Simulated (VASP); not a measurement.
# NiO (R-3m) in VASP: single point with PBE+U

Aim: the single point of NiO with PBE+U.

Everything below comes from runs of VASP 6.6.1. Logs are shortened: lines on timing, memory, paths and dates and some standing lists are left out, and cuts for length are marked.

## (1) The cell of the first run

Symmetry: R-3m, No. 166, trigonal system. Conventional cell: a = 2.924 Å, b = 2.924 Å, c = 7.235 Å, α = 90.00°, β = 90.00°, γ = 120.00°. Within 2.7 Å of Ni (site symmetry -3m) lie 6 O at 2.07 Å. O (site symmetry -3m) has 6 Ni at 2.07 Å within 2.7 Å.

## (2) Single point, PBE+U, collinear spin, antiferromagnetic start

Input file INCAR:

```
PREC = Accurate ; ENCUT = 520
EDIFF = 1E-6 ; ISMEAR = 0
SIGMA = 0.01 ; LREAL = F
LASPH = T ; NELM = 150
ALGO = Normal ; ISIF = 2
LWAVE = F ; LCHARG = F
ISPIN = 2 ; MAGMOM = 1.7 -1.7 0 0
LORBIT = 11 ; LMAXMIX = 4
LDAU = T ; LDAUTYPE = 2
LDAUL = 2 -1 ; LDAUU = 5 0
LDAUJ = 0 0 ; LDAUPRINT = 1
GGA = PE ; NBANDS = 28
```

Input file KPOINTS:

```
Automatic mesh
0
Gamma
  8 8 8
```

Input file POSCAR:

```
NiO
1.0
    2.0954616700      2.0954616700      4.1630766700
    4.1630766700      2.0954616700      2.0954616700
    2.0954616700      4.1630766700      2.0954616700
Ni O
2 2
Direct
    0.0000000000      0.0000000000      0.0000000000
    0.5000000000      0.5000000000      0.5000000000
    0.2500000000      0.2500000000      0.2500000000
    0.7500000000      0.7500000000      0.7500000000
```

Potentials or basis: VASP PAW PBE potentials, release 64 (Ni, O).

Launch:

```console
$ cat potpaw_PBE.64/Ni/POTCAR potpaw_PBE.64/O/POTCAR > POTCAR
$ mpirun -np 1 vasp_std > vasp.out
```

OUTCAR:

```text
PREC = Accurate
   ENCUT = 520
   EDIFF = 1E-6
   ISMEAR = 0
   LREAL = F
   LASPH = T
   NELM = 150
   ISIF = 2
   ISPIN = 2
   LORBIT = 11
   GGA = PE

 ion  position               nearest neighbor table
   1  0.000  0.000  0.000-   4 2.07   4 2.07   4 2.07   3 2.07   3 2.07   3 2.07   2 2.94   2 2.94
                             2 2.94   2 2.94   2 2.94   2 2.94
   2  0.500  0.500  0.500-   3 2.07   3 2.07   3 2.07   4 2.07   4 2.07   4 2.07   1 2.94   1 2.94
                             1 2.94   1 2.94   1 2.94   1 2.94
   3  0.250  0.250  0.250-   1 2.07   1 2.07   1 2.07   2 2.07   2 2.07   2 2.07
   4  0.750  0.750  0.750-   2 2.07   2 2.07   2 2.07   1 2.07   1 2.07   1 2.07

  LATTYP: Found a trigonal (rhomboedric) cell.
 ALAT       =     5.1101004473
 COS(alpha) =     0.8362880150

  Lattice vectors:

 A1 = (   2.0954616700,   2.0954616700,   4.1630766700)
 A2 = (   4.1630766700,   2.0954616700,   2.0954616700)
 A3 = (   2.0954616700,   4.1630766700,   2.0954616700)

Analysis of symmetry for initial positions (statically):
=====================================================================
 Subroutine PRICEL returns following result:

  LATTYP: Found a trigonal (rhomboedric) cell.
 ALAT       =     2.9437726711
 COS(alpha) =     0.5066776291
[... 12 lines left out ...]
 Subroutine GETGRP returns: Found 12 space group operations
 (whereof 12 operations were pure point group operations)
 out of a pool of 12 trial point group operations.

The static configuration has the point symmetry D_3d.

Analysis of symmetry for dynamics (positions and initial velocities):
=====================================================================
 Subroutine PRICEL returns following result:

  LATTYP: Found a trigonal (rhomboedric) cell.
 ALAT       =     2.9437726711
 COS(alpha) =     0.5066776291
[... 12 lines left out ...]
 Subroutine GETGRP returns: Found 12 space group operations
 (whereof 12 operations were pure point group operations)
[... 230 lines left out ...]
  o =  0.9781  v =  0.8128 -0.4739  0.0043 -0.3389 -0.0004  0.0000  0.0000  0.0000  0.0000  0.0000      0.0000  0.0000  0.0000  0.0000  0.0000  0.0000  0.0000  0.0000  0.0000  0.0000
  o =  0.9783  v =  0.5774  0.5774  0.0000  0.5774  0.0000  0.0000  0.0000  0.0000  0.0000  0.0000      0.0000  0.0000  0.0000  0.0000  0.0000  0.0000  0.0000  0.0000  0.0000  0.0000
  o =  0.9805  v =  0.0000  0.0000  0.0000  0.0000  0.0000  0.8165 -0.4123  0.0058 -0.4042 -0.0000      0.0000  0.0000  0.0000  0.0000  0.0000  0.0000  0.0000  0.0000  0.0000  0.0000
  o =  0.9805  v =  0.0000  0.0000  0.0000  0.0000  0.0000  0.0047  0.7047  0.0000 -0.7094  0.0058      0.0000  0.0000  0.0000  0.0000  0.0000  0.0000  0.0000  0.0000  0.0000  0.0000
  o =  0.9806  v =  0.0000  0.0000  0.0000  0.0000  0.0000  0.5774  0.5774 -0.0000  0.5774  0.0000      0.0000  0.0000  0.0000  0.0000  0.0000  0.0000  0.0000  0.0000  0.0000  0.0000
  o =  1.0259  v =  0.0000  0.0000  0.0000  0.0000  0.0000 -0.0048  0.0026  0.9988  0.0022 -0.0490      0.0000  0.0000  0.0000  0.0000  0.0000  0.0000  0.0000  0.0000  0.0000  0.0000
  o =  1.0259  v =  0.0000  0.0000  0.0000  0.0000  0.0000  0.0002  0.0040 -0.0490 -0.0042 -0.9988      0.0000  0.0000  0.0000  0.0000  0.0000  0.0000  0.0000  0.0000  0.0000  0.0000

 number of electron      32.0000012 magnetization      -0.0000000

 Free energy of the ion-electron system (eV)
  ---------------------------------------------------
  ext. energy  EPLUGINS =         0.00000000
  ---------------------------------------------------
  free energy    TOTEN  =       -20.85927595 eV

  energy without entropy =      -20.85927595  energy(sigma->0) =      -20.85927595

 E-fermi :   6.7412     XC(G=0): -12.7652

 val. band max:        6.6776779213   @ k =   0.5000   0.5000   0.5000
 cond. band min:       9.8580317289   @ k =   0.5000   0.2500   0.2500
 fundamental gap:      3.1803538076
 Fermi energy:         6.7411820857

 spin component 1

 k-point     1 :       0.0000    0.0000    0.0000
  band No.  band energies     occupation
      1     -11.9288      1.00000
      2     -10.4596      1.00000
      3      -0.4239      1.00000
      4       0.9493      1.00000
      5       0.9494      1.00000
      6       3.0279      1.00000
[... 1481 lines left out ...]
     27      25.0548      0.00000
     28      29.6388      0.00000

 [... further k-points ...]

------------------------ aborting loop because EDIFF is reached ----------------------------------------

  FORCE on cell =-STRESS in cart. coord.  units (eV):
  Direction    XX          YY          ZZ          XY          YZ          ZX
  --------------------------------------------------------------------------------------
  -------------------------------------------------------------------------------------
  Total        1.2307210      1.2307210      1.2307210     -0.1570693     -0.1570693     -0.1570693
  in kB       55.2123680     55.2123680     55.2123680     -7.0464128     -7.0464128     -7.0464128
  external PRESSURE =      55.2123680 kB  Pullay stress =       0.0000000 kB

 VOLUME and BASIS-vectors are now :
 -----------------------------------------------------------------------------
  energy-cutoff  :      520.00
  volume of cell :       35.71
      direct lattice vectors                 reciprocal lattice vectors
     2.095461670  2.095461670  4.163076670    -0.121315300 -0.121315300  0.362333736
     4.163076670  2.095461670  2.095461670     0.362333736 -0.121315300 -0.121315300
     2.095461670  4.163076670  2.095461670    -0.121315300  0.362333736 -0.121315300

 POSITION                                       TOTAL-FORCE (eV/Angst)
 -----------------------------------------------------------------------------------
      0.00000      0.00000      0.00000         0.000000     -0.000000     -0.000000
      4.17700      4.17700      4.17700        -0.000000      0.000000     -0.000000
      2.08850      2.08850      2.08850        -0.000000      0.000000      0.000000
      6.26550      6.26550      6.26550        -0.000000     -0.000000     -0.000000
 -----------------------------------------------------------------------------------
    total drift:                               -0.000000     -0.000000      0.000000

  FREE ENERGIE OF THE ION-ELECTRON SYSTEM (eV)
  ---------------------------------------------------
  free  energy   TOTEN  =       -20.8592759541 eV

  energy  without entropy=      -20.8592759541  energy(sigma->0) =      -20.85927595

 total charge

# of ion       s       p       d       tot
------------------------------------------
    1        0.346   0.435   8.261   9.041
    2        0.346   0.435   8.261   9.041
    3        1.551   3.476   0.000   5.027
    4        1.551   3.476   0.000   5.027
--------------------------------------------------
tot          3.795   7.820  16.522  28.137

 magnetization (x)

# of ion       s       p       d       tot
------------------------------------------
    1       -0.004  -0.008   1.697   1.684
    2        0.004   0.008  -1.697  -1.684
    3        0.000   0.000   0.000   0.000
    4        0.000   0.000   0.000   0.000
--------------------------------------------------
tot          0.000   0.000   0.000   0.000
```

It took 6.3 min on 1 thread of Intel Xeon Platinum 8259CL at 2.50GHz (Skylake/Cascade Lake), shared host; peak memory 0.34 GiB.

What came out:

- Free energy: -20.8593 eV
- Pressure: 5.5 GPa
- Band gap on the k mesh: 3.18 eV
- Net moment: 0.00 μB per cell
- Site moments: Ni +1.68, -1.68; O +0.00 μB
- Valence electrons inside the program's atomic spheres: Ni 9.04; O 5.03

Stress tensor (GPa, compression positive):
```
 5.52 -0.70 -0.70
-0.70  5.52 -0.70
-0.70 -0.70  5.52
```

Eigenvalues of the final occupation matrices:
| site | spin | trace | eigenvalues |
| --- | --- | --- | --- |
| site 1 d | 1 | 4.99 | 0.98 0.98 0.98 1.03 1.03 |
| site 1 d | 2 | 3.30 | 0.18 0.18 0.98 0.98 0.98 |
| site 2 d | 1 | 3.30 | 0.18 0.18 0.98 0.98 0.98 |
| site 2 d | 2 | 4.99 | 0.98 0.98 0.98 1.03 1.03 |

A k mesh can miss the band edges. The state reached can hang on the start; a lower one may exist.
